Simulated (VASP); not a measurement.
# Y (Fm-3m) in VASP: notebook

Runs on Y. Level: PBE. Tasks: single point.

All numbers are computed with VASP 6.6.1; they aren't measurements. Logs are shortened: lines on timing, memory, paths and dates and some standing lists are left out, and cuts for length are marked.

## Step 1: The cell of the first run

The structure is cubic, space group Fm-3m (No. 225). The conventional cell has a = 5.131 Å, b = 5.131 Å, c = 5.131 Å, α = 90.00°, β = 90.00°, γ = 90.00°. Within 4.8 Å of Y (site symmetry m-3m) lie 12 Y at 3.63 Å.

This isn't the form of Y at room conditions, which is hcp.

## Step 2: Single point, PBE

File INCAR:

```
PREC = Accurate
ENCUT = 520
EDIFF = 1E-6
ISMEAR = -1
SIGMA = 0.06122561905347299
LREAL = False
LASPH = True
NELM = 80
ALGO = Normal
ISIF = 2
LWAVE = False
LCHARG = False
GGA = PE
NBANDS = 12
```

File KPOINTS:

```
regular mesh
0
Gamma
  37 37 37
```

File POSCAR:

```
Y
1.0
    0.0000000000      2.5656486693      2.5656486693
    2.5656486693      0.0000000000      2.5656486693
    2.5656486693      2.5656486693      0.0000000000
Y
1
Direct
    0.0000000000      0.0000000000      0.0000000000
```

Potentials or basis: VASP PAW PBE potentials, release 64 (Y_sv).

On the command line:

```sh
$ cat potpaw_PBE.64/Y_sv/POTCAR > POTCAR
$ mpirun -np 1 vasp_std > vasp.out
```

OUTCAR:

```text
PREC = Accurate
   ENCUT = 520
   EDIFF = 1E-6
   ISMEAR = -1
   LREAL = False
   LASPH = True
   NELM = 80
   ISIF = 2
   GGA = PE

 ion  position               nearest neighbor table
   1  0.000  0.000  0.000-

  LATTYP: Found a face centered cubic cell.
 ALAT       =     5.1312973386

  Lattice vectors:

 A1 = (   0.0000000000,   2.5656486693,   2.5656486693)
 A2 = (   2.5656486693,   0.0000000000,   2.5656486693)
 A3 = (   2.5656486693,   2.5656486693,   0.0000000000)

Analysis of symmetry for initial positions (statically):
=====================================================================
 Subroutine PRICEL returns:
 Original cell was already a primitive cell.

 Routine SETGRP: Setting up the symmetry group for a
 face centered cubic supercell.

 Subroutine GETGRP returns: Found 48 space group operations
 (whereof 48 operations were pure point group operations)
 out of a pool of 48 trial point group operations.

The static configuration has the point symmetry O_h .

Analysis of symmetry for dynamics (positions and initial velocities):
=====================================================================
 Subroutine PRICEL returns:
 Original cell was already a primitive cell.

 Routine SETGRP: Setting up the symmetry group for a
 face centered cubic supercell.

 Subroutine GETGRP returns: Found 48 space group operations
 (whereof 48 operations were pure point group operations)
 out of a pool of 48 trial point group operations.

The dynamic configuration has the point symmetry O_h .

 Subroutine INISYM returns: Found 48 space group operations
 (whereof 48 operations are pure point group operations),
 and found     1 'primitive' translations

----------------------------------------------------------------------------------------

                                     Primitive cell

  volume of cell :      33.7770

  direct lattice vectors                    reciprocal lattice vectors
     0.000000000  2.565648669  2.565648669    -0.194882490  0.194882490  0.194882490
     2.565648669  0.000000000  2.565648669     0.194882490 -0.194882490  0.194882490
     2.565648669  2.565648669  0.000000000     0.194882490  0.194882490 -0.194882490

  length of vectors
     3.628375144  3.628375144  3.628375144     0.337546373  0.337546373  0.337546373

  position of ions in fractional coordinates (direct lattice)
     0.000000000  0.000000000  0.000000000

  ion indices of the primitive-cell ions
   primitive index   ion index
                 1           1

----------------------------------------------------------------------------------------

 KPOINTS: regular mesh

Automatic generation of k-mesh.
 Grid dimensions read from file:
 generate k-points for:   37   37   37

 Generating k-lattice:

  Cartesian coordinates                     Fractional coordinates (reciprocal lattice)
    -0.005267094  0.005267094  0.005267094     0.027027027  0.000000000  0.000000000
     0.005267094 -0.005267094  0.005267094     0.000000000  0.027027027  0.000000000
     0.005267094  0.005267094 -0.005267094     0.000000000  0.000000000  0.027027027

  Length of vectors
     0.009122875  0.009122875  0.009122875

  Shift w.r.t. Gamma in fractional coordinates (k-lattice)
     0.000000000  0.000000000  0.000000000

 Subroutine IBZKPT returns following result:
 ===========================================

 Found   1330 irreducible k-points:

 Following reciprocal coordinates:
            Coordinates               Weight
  0.000000  0.000000  0.000000      1.000000
  0.027027  0.000000  0.000000      8.000000
  0.054054  0.000000  0.000000      8.000000
  0.081081  0.000000  0.000000      8.000000
  0.108108  0.000000  0.000000      8.000000
  0.135135  0.000000  0.000000      8.000000
[... 16 lines left out ...]
  0.108108  0.027027  0.000000     24.000000
  0.135135  0.027027  0.000000     24.000000
 [... further k-points ...]
   k-points           NKPTS =   1330   k-points in BZ     NKDIM =   1330   number of bands    NBANDS=     12
   number of dos      NEDOS =    301   number of ions     NIONS =      1
   total plane-waves  NPLWV =  21952
   dimension x,y,z NGX =    28 NGY =   28 NGZ =   28
   dimension x,y,z NGXF=    56 NGYF=   56 NGZF=   56
   ions per type =               1
   NGX,Y,Z   is equivalent  to a cutoff of  12.83, 12.83, 12.83 a.u.
   NGXF,Y,Z  is equivalent  to a cutoff of  25.66, 25.66, 25.66 a.u.
 SYSTEM =  unknown system
   PREC   = accura    normal or accurate (medium, high low for compatibility)
   ISTART =      0    job   : 0-new  1-cont  2-samecut
   ICHARG =      2    charge: 1-file 2-atom 10-const
   ISPIN  =      1    spin polarized calculation?
   LNONCOLLINEAR =      F non collinear calculations
   LSORBIT =      F    spin-orbit coupling
   LASPH  =      T    aspherical Exc in radial PAW
   ENCUT  =  520.0 eV  38.22 Ry    6.18 a.u.   6.75  6.75  6.75*2*pi/ulx,y,z
   NELM   =     80;   NELMIN=  2; NELMDL= -5     # of ELM steps
   EDIFF  = 0.1E-05   stopping-criterion for ELM
   LREAL  =      F    real-space projection
   EDIFFG = 0.1E-04   stopping-criterion for IOM
   NSW    =      0    number of steps for IOM
   IBRION =     -1    ionic relax: 0-MD 1-quasi-New 2-CG
   NFREE  =      0    steps in history (QN), initial steepest desc. (CG)
   ISIF   =      2    stress and relaxation
   ISYM   =      2    0-nonsym 1-usesym 2-fastsym
   POTIM  = 0.5000    time-step for ionic-motion
   TEBEG  =    0.0;   TEEND  =   0.0 temperature during run
   PSTRESS=    0.0 pullay stress
   NELECT =      11.0000    total number of electrons
   NUPDOWN=      -1.0000    fix difference up-down
   EMIN   =  10.00;   EMAX   =-10.00  energy-range for DOS
   EFERMI =   0.00;   METHOD = LEGACY
   ISMEAR =    -1;   SIGMA  =   0.06  broadening in eV -4-tet -1-fermi 0-gaus
   EFERMI_NEDOS =   21; number of points for ismear=-14 and -15
   IALGO  =     38    algorithm
   IMIX   =      4    mixing-type and parameters
     AMIX     =   0.40;   BMIX     =  1.00
     AMIX_MAG =   1.60;   BMIX_MAG =  1.00
  volume/ion in A,a.u.               =      33.78       227.94
  Fermi-wavevector in a.u.,A,eV,Ry     =   1.126329  2.128453 17.260578  1.268617
  Thomas-Fermi vector in A             =   2.263010
   LORBIT       =      0    0 simple, 1 ext, 2 COOP (PROOUT), +10 PAW based schemes
   GGA     = PE    functional components
   LHFCALC =     F    Hartree Fock is set to
   AEXX    =    0.0000 exact exchange contribution
   IVDW    =     0    specifies the selected vdW correction
   LEPSILON=     F    determine dielectric tensor
   LRPA    =     F    only Hartree local field effects (RPA)
 non-spin polarized calculation
  energy-cutoff  :      520.00
  volume of cell :       33.78
 maximum number of plane-waves:       941
   NGX = 13   NGY = 13   NGZ = 13

 number of electron      11.0000001 magnetization

 Free energy of the ion-electron system (eV)
  ---------------------------------------------------
  ext. energy  EPLUGINS =         0.00000000
  ---------------------------------------------------
  free energy    TOTEN  =        -6.41009708 eV

  energy without entropy =       -6.38897306  energy(sigma->0) =       -6.39953507

 E-fermi :   2.9227     XC(G=0):  -9.3174

 val. band max:        2.9223419279   @ k =  -0.2973   0.2973   0.0000
 cond. band min:       2.9229760040   @ k =  -0.2973   0.2703   0.0811
 fundamental gap:      0.0006340761
 Fermi energy:         2.9226905250

 k-point     1 :       0.0000    0.0000    0.0000
  band No.  band energies     occupation
      1     -39.8563      2.00000
      2     -19.5787      2.00000
      3     -19.5787      2.00000
      4     -19.5787      2.00000
      5      -1.7786      2.00000
      6       4.6650      0.00000
      7       4.6650      0.00000
      8       4.6650      0.00000
      9       6.5802      0.00000
     10       6.5802      0.00000
     11      11.7809      0.00000
     12      14.9361      0.00000

 k-point     2 :       0.0270    0.0000    0.0000
  band No.  band energies     occupation
      1     -39.8559      2.00000
      2     -19.5825      2.00000
      3     -19.5792      2.00000
      4     -19.5792      2.00000
      5      -1.7609      2.00000
      6       4.6443      0.00000
      7       4.6736      0.00000
      8       4.6736      0.00000
      9       6.5704      0.00000
     10       6.5704      0.00000
     11      11.8225      0.00000
     12      14.8305      0.00000

 k-point     3 :       0.0541    0.0000    0.0000
  band No.  band energies     occupation
      1     -39.8547      2.00000
      2     -19.5937      2.00000
      3     -19.5806      2.00000
      4     -19.5806      2.00000
      5      -1.7082      2.00000
      6       4.5842      0.00000
      7       4.6987      0.00000
      8       4.6987      0.00000
      9       6.5425      0.00000
     10       6.5425      0.00000
     11      11.9443      0.00000
     12      14.5624      0.00000
[... 286 lines left out ...]
 k-point    23 :       0.1081    0.0270    0.0000
  band No.  band energies     occupation
      1     -39.8508      2.00000
      2     -19.6292      2.00000
      3     -19.5879      2.00000
      4     -19.5846      2.00000
      5      -1.5298      2.00000
      6       4.3932      0.00000
      7       4.7781      0.00000
      8       4.7815      0.00000
      9       6.3798      0.00000
     10       6.5439      0.00000
     11      12.3309      0.00000
     12      13.9798      0.00000

 k-point    24 :       0.1351    0.0270    0.0000
  band No.  band energies     occupation
      1     -39.8478      2.00000
      2     -19.6576      2.00000
      3     -19.5921      2.00000
      4     -19.5878      2.00000
      5      -1.3899      2.00000
      6       4.2618      0.00000
      7       4.8309      0.00000
      8       4.8331      0.00000
      9       6.3175      0.00000
     10       6.5169      0.00000
     11      12.5899      0.00000
     12      13.6345      0.00000

 [... further k-points ...]

------------------------ aborting loop because EDIFF is reached ----------------------------------------

  FORCE on cell =-STRESS in cart. coord.  units (eV):
  Direction    XX          YY          ZZ          XY          YZ          ZX
  --------------------------------------------------------------------------------------
  -------------------------------------------------------------------------------------
  Total       -0.3316662     -0.3316662     -0.3316662      0.0000000      0.0000000      0.0000000
  in kB      -15.7322274    -15.7322274    -15.7322274      0.0000000      0.0000000      0.0000000
  external PRESSURE =     -15.7322274 kB  Pullay stress =       0.0000000 kB

 VOLUME and BASIS-vectors are now :
 -----------------------------------------------------------------------------
  energy-cutoff  :      520.00
  volume of cell :       33.78
      direct lattice vectors                 reciprocal lattice vectors
     0.000000000  2.565648669  2.565648669    -0.194882490  0.194882490  0.194882490
     2.565648669  0.000000000  2.565648669     0.194882490 -0.194882490  0.194882490
     2.565648669  2.565648669  0.000000000     0.194882490  0.194882490 -0.194882490

 POSITION                                       TOTAL-FORCE (eV/Angst)
 -----------------------------------------------------------------------------------
      0.00000      0.00000      0.00000        -0.000000     -0.000000     -0.000000
 -----------------------------------------------------------------------------------
    total drift:                               -0.000000     -0.000000     -0.000000

  FREE ENERGIE OF THE ION-ELECTRON SYSTEM (eV)
  ---------------------------------------------------
  free  energy   TOTEN  =        -6.4100970806 eV

  energy  without entropy=       -6.3889730632  energy(sigma->0) =       -6.39953507
```

Run time: 7.7 min. Hardware: 1 thread of Intel Xeon 8259CL, shared host; peak memory 0.68 GiB.

What came out:

```
Free energy            : -6.4101 eV
Pressure               : -1.6 GPa
Band gap on the k mesh : zero (an odd number of electrons rules out a gap without spin polarisation)
```

## Step 3: Single point, PBE

This run uses another cell than the first one, of 34.43 Å³/atom.

File INCAR:

```
SYSTEM = Y
ALGO     = Normal         ! electronic algorithm
EDIFF    = 1E-6           ! SCF threshold, eV
ENCUT    = 520            ! plane-wave cutoff, eV
GGA      = PE             ! functional
ISIF     = 2              ! what is computed and relaxed
ISMEAR   = -1             ! smearing method
LASPH    = .TRUE.         ! aspherical terms in the spheres
LCHARG   = .FALSE.        ! write CHGCAR
LREAL    = .FALSE.        ! projectors in reciprocal space
LWAVE    = .FALSE.        ! write WAVECAR
NBANDS   = 12             ! bands
NELM     = 80             ! most SCF steps
PREC     = Accurate       ! precision mode
SIGMA    = 0.06122561905347299 ! smearing width, eV
```

File KPOINTS:

```
k-points
0
G
  37 37 37
  0 0 0
```

File POSCAR:

```
Y
1.0
    0.0000000000      2.5819908211      2.5819908211
    2.5819908211      0.0000000000      2.5819908211
    2.5819908211      2.5819908211      0.0000000000
Y
1
Direct
    0.0000000000      0.0000000000      0.0000000000
```

Potentials or basis: VASP PAW PBE potentials, release 64 (Y_sv).

On the command line:

```sh
$ cat potpaw_PBE.64/Y_sv/POTCAR > POTCAR
$ mpirun -np 1 vasp_std > vasp.out
```

Run time: 7.5 min. Hardware: 1 thread of Intel Xeon 8259CL, shared host; peak memory 0.68 GiB.

It converged, with:

* Free energy: -6.4026 eV
* Pressure: -2.2 GPa
* Band gap on the k mesh: zero (an odd number of electrons rules out a gap without spin polarisation)

Levels at points of the mesh, in eV from the Fermi level:
```
           k point  band 2  band 3  band 4  band 5  band 6  band 7  band 8  band 9
(0.00, 0.00, 0.00)  -22.56  -22.56  -22.56   -4.67    1.72    1.72    1.72    3.59
```
